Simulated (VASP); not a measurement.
Write the native input for VASP 6.6.1 that does the following.

| Property | Result |
| --- | --- |
| Task | electric field gradients |
| Functional | PBE |
| Potentials or basis | VASP PAW PBE potentials, release 64 (Sn_d) |
| Cutoff | 520 eV |
| k mesh | 15 × 15 × 15 |
| Occupations | fermi-dirac, width 0.05 eV |
| Spin | no spin polarisation |
| Dipole correction | no |
| Further INCAR settings | ALGO = Normal; EDIFF = 1e-08; NBANDS = 21 |

The structure of Sn lies in POSCAR:

```
Sn
1.0
   -2.9542208476      2.9542208476      1.6115820057
    2.9542208476     -2.9542208476      1.6115820057
    2.9542208476      2.9542208476     -1.6115820057
Sn
2
Direct
    0.0000000000      0.0000000000      0.0000000000
    0.7500000000      0.2500000000      0.5000000000
```

This cell differs from its parent crystal: volume scaled by 1.04.

The input as run:

INCAR

```
PREC = Accurate ; ENCUT = 520
EDIFF = 1E-8 ; ISMEAR = -1
SIGMA = 0.05 ; LREAL = F
LASPH = T ; NELM = 60
ALGO = Normal ; ISIF = 2
LWAVE = F ; LCHARG = F
GGA = PE ; LEFG = T
NBANDS = 21
```

KPOINTS

```
regular mesh
0
Gamma
  15 15 15
```

Potentials or basis: VASP PAW PBE potentials, release 64 (Sn_d).

Run with:

```console
$ cat potpaw_PBE.64/Sn_d/POTCAR > POTCAR
$ mpirun -np 1 vasp_std > vasp.out
```

Results of the run:

| Property | Result |
| --- | --- |
| Pressure | 0.5 GPa |
| Band gap on the k mesh | zero (band 14 reaches 8.97 eV, above the bottom of band 15 at 4.86 eV) |

Caveat: without QUAD_EFG the Cq values of the log hold for a quadrupole moment of 1 mb, not for the nuclei; spin-orbit coupling is left out, which moves the levels of the heavy elements.

Run time: 13 min on 1 thread of AMD EPYC 7R13, with other jobs on the host, peak memory 0.37 GiB.
